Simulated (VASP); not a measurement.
# Hf2Ge3 (P6/mmm) in VASP: notebook

The runs below take Hf2Ge3 through single point, with PBE.

Program: VASP 6.6.1. These are calculated values, not measurements. Logs are shortened: lines on timing, memory, paths and dates and some standing lists are left out, and cuts for length are marked.

**1. The cell of the first run**

It takes space group P6/mmm (No. 191, hexagonal). The conventional cell has a = 5.267 Å, b = 5.267 Å, c = 5.672 Å, α = 90.00°, β = 90.00°, γ = 120.00°. Hf (site symmetry 6mm) has 2 Hf at 2.66 to 3.01 Å and 6 Ge at 2.95 Å within 3.5 Å. Within 3.5 Å of Ge (site symmetry mmm) lie 4 Ge at 2.63 Å and 4 Hf at 2.95 Å.

The cell was generated, and may not be a known phase.

**2. Single point, PBE**

Contents of INCAR:

```
ALGO     = Normal         # electronic algorithm
EDIFF    = 1E-6           # SCF threshold, eV
ENCUT    = 500            # plane-wave cutoff, eV
GGA      = PE             # functional
GGA_COMPAT= False        
ISIF     = 2              # what is computed and relaxed
ISMEAR   = 0              # smearing method
LASPH    = True           # aspherical terms in the spheres
LCHARG   = False          # write CHGCAR
LREAL    = False          # projectors in reciprocal space
LWAVE    = False          # write WAVECAR
NBANDS   = 39             # bands
NELM     = 120            # most SCF steps
PREC     = Accurate       # precision mode
SIGMA    = 0.1            # smearing width, eV
```

Contents of KPOINTS:

```
k-points
0
Gamma
  12 12 8
```

Contents of POSCAR:

```
Hf2Ge3
1.0
    5.2673465107      0.0000000000      0.0000000000
   -2.6336732553      4.5616558888      0.0000000000
    0.0000000000      0.0000000000      5.6723729933
Hf Ge
2 3
Direct
    0.0000000000      0.0000000000      0.7343539724
    0.0000000000      0.0000000000      0.2656460276
    0.5000000000      0.0000000000      0.5000000000
    0.0000000000      0.5000000000      0.5000000000
    0.5000000000      0.5000000000      0.5000000000
```

Potentials or basis: VASP PAW PBE potentials, release 64 (Hf_pv, Ge_d).

Run with:

```bash
$ cat potpaw_PBE.64/Hf_pv/POTCAR potpaw_PBE.64/Ge_d/POTCAR > POTCAR
$ mpirun -np 1 vasp_std > vasp.out
```

OUTCAR:

```text
EDIFF = 1E-6
   ENCUT = 500
   GGA = PE
   ISIF = 2
   ISMEAR = 0
   LASPH = True
   LREAL = False
   NELM = 120
   PREC = Accurate

 ion  position               nearest neighbor table
   1  0.000  0.000  0.734-   2 2.66   4 2.95   4 2.95   3 2.95   3 2.95   5 2.95   5 2.95   2 3.01

   2  0.000  0.000  0.266-   1 2.66   4 2.95   4 2.95   3 2.95   3 2.95   5 2.95   5 2.95   1 3.01

   3  0.500  0.000  0.500-   5 2.63   5 2.63   4 2.63   4 2.63   1 2.95   1 2.95   2 2.95   2 2.95

   4  0.000  0.500  0.500-   5 2.63   5 2.63   3 2.63   3 2.63   1 2.95   2 2.95   1 2.95   2 2.95

   5  0.500  0.500  0.500-   3 2.63   3 2.63   4 2.63   4 2.63   1 2.95   2 2.95   1 2.95   2 2.95

  LATTYP: Found a hexagonal cell.
 ALAT       =     5.2673465107
 C/A-ratio  =     1.0768938367

  Lattice vectors:

 A1 = (   5.2673465107,   0.0000000000,   0.0000000000)
 A2 = (  -2.6336732553,   4.5616558888,   0.0000000000)
 A3 = (   0.0000000000,   0.0000000000,   5.6723729933)

Analysis of symmetry for initial positions (statically):
=====================================================================
 Subroutine PRICEL returns:
 Original cell was already a primitive cell.

 Routine SETGRP: Setting up the symmetry group for a
 hexagonal supercell.

 Subroutine GETGRP returns: Found 24 space group operations
 (whereof 24 operations were pure point group operations)
 out of a pool of 24 trial point group operations.

The static configuration has the point symmetry D_6h.

Analysis of symmetry for dynamics (positions and initial velocities):
=====================================================================
 Subroutine PRICEL returns:
 Original cell was already a primitive cell.

 Routine SETGRP: Setting up the symmetry group for a
 hexagonal supercell.

 Subroutine GETGRP returns: Found 24 space group operations
 (whereof 24 operations were pure point group operations)
 out of a pool of 24 trial point group operations.

The dynamic configuration has the point symmetry D_6h.

 Subroutine INISYM returns: Found 24 space group operations
 (whereof 24 operations are pure point group operations),
 and found     1 'primitive' translations

----------------------------------------------------------------------------------------

                                     Primitive cell

  volume of cell :     136.2948

  direct lattice vectors                    reciprocal lattice vectors
     5.267346511  0.000000000  0.000000000     0.189848911  0.109609320  0.000000000
    -2.633673255  4.561655889  0.000000000     0.000000000  0.219218640  0.000000000
     0.000000000  0.000000000  5.672372993     0.000000000  0.000000000  0.176293061

  length of vectors
     5.267346511  5.267346511  5.672372993     0.219218640  0.219218640  0.176293061

  position of ions in fractional coordinates (direct lattice)
     0.000000000  0.000000000  0.734353972
     0.000000000  0.000000000  0.265646028
     0.500000000  0.000000000  0.500000000
     1.000000000  0.500000000  0.500000000
     0.500000000  0.500000000  0.500000000

  ion indices of the primitive-cell ions
   primitive index   ion index
                 1           1
                 2           2
                 3           3
                 4           4
                 5           5

----------------------------------------------------------------------------------------

 KPOINTS: k-points

Automatic generation of k-mesh.
 Grid dimensions read from file:
 generate k-points for:   12   12    8

 Generating k-lattice:

  Cartesian coordinates                     Fractional coordinates (reciprocal lattice)
     0.015820743  0.009134110  0.000000000     0.083333333 -0.000000000  0.000000000
     0.000000000  0.018268220  0.000000000     0.000000000  0.083333333  0.000000000
     0.000000000  0.000000000  0.022036633     0.000000000  0.000000000  0.125000000

  Length of vectors
     0.018268220  0.018268220  0.022036633

  Shift w.r.t. Gamma in fractional coordinates (k-lattice)
     0.000000000  0.000000000  0.000000000

 Subroutine IBZKPT returns following result:
 ===========================================

 Found     95 irreducible k-points:

 Following reciprocal coordinates:
            Coordinates               Weight
  0.000000  0.000000  0.000000      1.000000
  0.083333 -0.000000  0.000000      6.000000
  0.166667  0.000000  0.000000      6.000000
  0.250000  0.000000  0.000000      6.000000
  0.333333  0.000000  0.000000      6.000000
  0.416667  0.000000  0.000000      6.000000
[... 16 lines left out ...]
  0.250000  0.000000  0.125000     12.000000
  0.333333  0.000000  0.125000     12.000000
 [... further k-points ...]
   k-points           NKPTS =     95   k-points in BZ     NKDIM =     95   number of bands    NBANDS=     39
   number of dos      NEDOS =    301   number of ions     NIONS =      5
   total plane-waves  NPLWV =  67200
   dimension x,y,z NGX =    40 NGY =   40 NGZ =   42
   dimension x,y,z NGXF=    80 NGYF=   80 NGZF=   84
   ions per type =               2   3
   NGX,Y,Z   is equivalent  to a cutoff of  12.62, 12.62, 12.31 a.u.
   NGXF,Y,Z  is equivalent  to a cutoff of  25.25, 25.25, 24.62 a.u.
 SYSTEM =  unknown system
   PREC   = accura    normal or accurate (medium, high low for compatibility)
   ISTART =      0    job   : 0-new  1-cont  2-samecut
   ICHARG =      2    charge: 1-file 2-atom 10-const
   ISPIN  =      1    spin polarized calculation?
   LNONCOLLINEAR =      F non collinear calculations
   LSORBIT =      F    spin-orbit coupling
   LASPH  =      T    aspherical Exc in radial PAW
   ENCUT  =  500.0 eV  36.75 Ry    6.06 a.u.   9.60  9.60 10.34*2*pi/ulx,y,z
   NELM   =    120;   NELMIN=  2; NELMDL= -5     # of ELM steps
   EDIFF  = 0.1E-05   stopping-criterion for ELM
   LREAL  =      F    real-space projection
   EDIFFG = 0.1E-04   stopping-criterion for IOM
   NSW    =      0    number of steps for IOM
   IBRION =     -1    ionic relax: 0-MD 1-quasi-New 2-CG
   NFREE  =      0    steps in history (QN), initial steepest desc. (CG)
   ISIF   =      2    stress and relaxation
   ISYM   =      2    0-nonsym 1-usesym 2-fastsym
   POTIM  = 0.5000    time-step for ionic-motion
   TEBEG  =    0.0;   TEEND  =   0.0 temperature during run
   PSTRESS=    0.0 pullay stress
   NELECT =      62.0000    total number of electrons
   NUPDOWN=      -1.0000    fix difference up-down
   EMIN   =  10.00;   EMAX   =-10.00  energy-range for DOS
   EFERMI =   0.00;   METHOD = LEGACY
   ISMEAR =     0;   SIGMA  =   0.10  broadening in eV -4-tet -1-fermi 0-gaus
   EFERMI_NEDOS =   21; number of points for ismear=-14 and -15
   IALGO  =     38    algorithm
   IMIX   =      4    mixing-type and parameters
     AMIX     =   0.40;   BMIX     =  1.00
     AMIX_MAG =   1.60;   BMIX_MAG =  1.00
  volume/ion in A,a.u.               =      27.26       183.95
  Fermi-wavevector in a.u.,A,eV,Ry     =   1.259058  2.379274 21.568316  1.585227
  Thomas-Fermi vector in A             =   2.392637
   LORBIT       =      0    0 simple, 1 ext, 2 COOP (PROOUT), +10 PAW based schemes
   GGA     = PE    functional components
   LHFCALC =     F    Hartree Fock is set to
   AEXX    =    0.0000 exact exchange contribution
   IVDW    =     0    specifies the selected vdW correction
   LEPSILON=     F    determine dielectric tensor
   LRPA    =     F    only Hartree local field effects (RPA)
 non-spin polarized calculation
 Gauss-broadening in eV      SIGMA  =   0.10
  energy-cutoff  :      500.00
  volume of cell :      136.29
 maximum number of plane-waves:      3500
 NGX is ok and might be reduce to    40
   NGX = 19   NGY = 19   NGZ = 21

 number of electron      61.9999983 magnetization

 Free energy of the ion-electron system (eV)
  ---------------------------------------------------
  ext. energy  EPLUGINS =         0.00000000
  ---------------------------------------------------
  free energy    TOTEN  =       -30.06732950 eV

  energy without entropy =      -30.04478723  energy(sigma->0) =      -30.05605837

 E-fermi :   3.5039     XC(G=0):  -9.3984

 val. band max:        3.5006105641   @ k =   0.0833   0.0833   0.1250
 cond. band min:       3.5127450106   @ k =   0.2500   0.0000   0.2500
 fundamental gap:      0.0121344465
 Fermi energy:         3.5038796574

 k-point     1 :       0.0000    0.0000    0.0000
  band No.  band energies     occupation
      1     -28.3915      2.00000
      2     -27.9216      2.00000
      3     -27.9216      2.00000
      4     -27.7620      2.00000
      5     -27.7620      2.00000
      6     -27.1151      2.00000
[... 31 lines left out ...]
     38       7.7997      0.00000
     39       7.7997      0.00000

 k-point     2 :       0.0833   -0.0000    0.0000
  band No.  band energies     occupation
      1     -28.3914      2.00000
      2     -27.9220      2.00000
      3     -27.9218      2.00000
      4     -27.7619      2.00000
      5     -27.7619      2.00000
      6     -27.1151      2.00000
[... 31 lines left out ...]
     38       7.6829      0.00000
     39       7.7699      0.00000

 k-point     3 :       0.1667    0.0000    0.0000
  band No.  band energies     occupation
      1     -28.3911      2.00000
      2     -27.9230      2.00000
      3     -27.9221      2.00000
      4     -27.7619      2.00000
      5     -27.7617      2.00000
      6     -27.1151      2.00000
[... 31 lines left out ...]
     38       7.4198      0.00000
     39       7.5784      0.00000

 k-point     4 :       0.2500    0.0000    0.0000
  band No.  band energies     occupation
      1     -28.3906      2.00000
      2     -27.9243      2.00000
      3     -27.9225      2.00000
      4     -27.7617      2.00000
      5     -27.7615      2.00000
      6     -27.1152      2.00000
[... 31 lines left out ...]
     38       7.0065      0.00000
     39       7.7000      0.00000
[... 754 lines left out ...]
     38       7.0269      0.00000
     39       7.5300      0.00000

 k-point    23 :       0.2500    0.0000    0.1250
  band No.  band energies     occupation
      1     -28.3576      2.00000
      2     -27.9203      2.00000
      3     -27.9186      2.00000
      4     -27.7659      2.00000
      5     -27.7656      2.00000
      6     -27.1546      2.00000
[... 31 lines left out ...]
     38       6.9672      0.00000
     39       7.0649      0.00000

 k-point    24 :       0.3333    0.0000    0.1250
  band No.  band energies     occupation
      1     -28.3571      2.00000
      2     -27.9217      2.00000
      3     -27.9190      2.00000
      4     -27.7658      2.00000
      5     -27.7654      2.00000
      6     -27.1547      2.00000
[... 31 lines left out ...]
     38       6.2810      0.00000
     39       6.8391      0.00000

 [... further k-points ...]

------------------------ aborting loop because EDIFF is reached ----------------------------------------

  FORCE on cell =-STRESS in cart. coord.  units (eV):
  Direction    XX          YY          ZZ          XY          YZ          ZX
  --------------------------------------------------------------------------------------
  -------------------------------------------------------------------------------------
  Total       -0.1677695     -0.1677695     -0.3366045     -0.0000000      0.0000000      0.0000000
  in kB       -1.9721701     -1.9721701     -3.9568657     -0.0000000      0.0000000      0.0000000
  external PRESSURE =      -2.6337353 kB  Pullay stress =       0.0000000 kB

 VOLUME and BASIS-vectors are now :
 -----------------------------------------------------------------------------
  energy-cutoff  :      500.00
  volume of cell :      136.29
      direct lattice vectors                 reciprocal lattice vectors
     5.267346511  0.000000000  0.000000000     0.189848911  0.109609320  0.000000000
    -2.633673255  4.561655889  0.000000000     0.000000000  0.219218640  0.000000000
     0.000000000  0.000000000  5.672372993     0.000000000  0.000000000  0.176293061

 POSITION                                       TOTAL-FORCE (eV/Angst)
 -----------------------------------------------------------------------------------
      0.00000      0.00000      4.16553         0.000000     -0.000000     -0.096792
      0.00000      0.00000      1.50684        -0.000000      0.000000      0.096792
      2.63367      0.00000      2.83619         0.000000      0.000000      0.000000
     -1.31684      2.28083      2.83619         0.000000      0.000000      0.000000
      1.31684      2.28083      2.83619         0.000000      0.000000      0.000000
 -----------------------------------------------------------------------------------
    total drift:                               -0.000000      0.000000     -0.000000

  FREE ENERGIE OF THE ION-ELECTRON SYSTEM (eV)
  ---------------------------------------------------
  free  energy   TOTEN  =       -30.0673295048 eV

  energy  without entropy=      -30.0447872329  energy(sigma->0) =      -30.05605837
```

Wall time 11 min (1 thread of Oxide Virtual Turin-like, shared host); peak memory 0.48 GiB.

What came out:

```yaml
Free_energy: -30.0673 eV
Pressure: -0.3 GPa
Largest_force: 0.097 eV/Å
Band_gap_on_the_k_mesh: zero (bands 31 and 32 overlap by 1.08 eV)
```

Forces in eV/Å, atoms in the order of the input:
```
Hf   0.000  0.000 -0.097
Hf   0.000  0.000  0.097
Ge   0.000  0.000  0.000
Ge   0.000  0.000  0.000
Ge   0.000  0.000  0.000
```

Levels at points of the mesh, in eV from the Fermi level:
| k point | band 27 | band 28 | band 29 | band 30 | band 31 | band 32 | band 33 | band 34 | band 35 | band 36 |
| --- | --- | --- | --- | --- | --- | --- | --- | --- | --- | --- |
| (0.00, 0.00, 0.00) | -4.43 | -3.94 | -2.96 | -0.23 | -0.22 | -0.22 | 0.81 | 0.81 | 2.54 | 2.54 |
| (0.50, 0.00, 0.00) | -1.96 | -1.89 | -1.63 | -1.25 | -1.19 | 0.71 | 1.12 | 1.35 | 1.38 | 1.60 |
| (0.00, 0.00, 0.50) | -4.35 | -4.35 | -0.66 | -0.66 | -0.15 | 0.07 | 1.31 | 1.31 | 1.83 | 3.05 |
| (0.50, 0.00, 0.50) | -2.51 | -1.51 | -0.49 | -0.21 | 0.30 | 0.43 | 0.55 | 1.03 | 1.09 | 1.19 |

Caveat: spin-orbit coupling is left out, which moves the levels of the heavy elements.

**3. Single point, PBE**

Contents of INCAR:

```
SYSTEM = Hf2Ge3
ALGO = Normal
EDIFF = 1E-6
ENCUT = 500
GGA = PE
GGA_COMPAT = .FALSE.
ISIF = 2
ISMEAR = 0
LASPH = .TRUE.
LCHARG = .FALSE.
LREAL = .FALSE.
LWAVE = .FALSE.
NBANDS = 39
NELM = 120
PREC = Accurate
SIGMA = 0.1
```

Contents of KPOINTS:

```
k-points
0
G
  12 12 8
  0 0 0
```

POSCAR is that of step 2.

Potentials or basis: VASP PAW PBE potentials, release 64 (Hf_pv, Ge_d).

Run with:

```bash
$ cat potpaw_PBE.64/Hf_pv/POTCAR potpaw_PBE.64/Ge_d/POTCAR > POTCAR
$ mpirun -np 1 vasp_std > vasp.out
```

It took 10 min on 1 thread of Oxide Virtual Turin-like, shared host; peak memory 0.48 GiB.

Results (log left out):

```yaml
Free_energy: -30.0673 eV
Pressure: -0.3 GPa
Largest_force: 0.097 eV/Å
Band_gap_on_the_k_mesh: zero (bands 31 and 32 overlap by 1.08 eV)
```

Forces in eV/Å, atoms in the order of the input:
```
Hf   0.000  0.000 -0.097
Hf   0.000  0.000  0.097
Ge   0.000  0.000  0.000
Ge   0.000  0.000  0.000
Ge   0.000  0.000  0.000
```

Stress tensor (GPa, compression positive):
```
-0.20  0.00  0.00
 0.00 -0.20  0.00
 0.00  0.00 -0.40
```

Levels at points of the mesh, in eV from the Fermi level:
| k point | band 29 | band 30 | band 31 | band 32 | band 33 | band 34 |
| --- | --- | --- | --- | --- | --- | --- |
| (0.00, 0.00, 0.00) | -2.96 | -0.23 | -0.22 | -0.22 | 0.81 | 0.81 |
| (0.50, 0.00, 0.00) | -1.63 | -1.25 | -1.19 | 0.71 | 1.12 | 1.35 |
| (0.00, 0.00, 0.50) | -0.66 | -0.66 | -0.15 | 0.07 | 1.31 | 1.31 |
| (0.50, 0.00, 0.50) | -0.49 | -0.21 | 0.30 | 0.43 | 0.55 | 1.03 |

Caveat: spin-orbit coupling is left out, which moves the levels of the heavy elements.
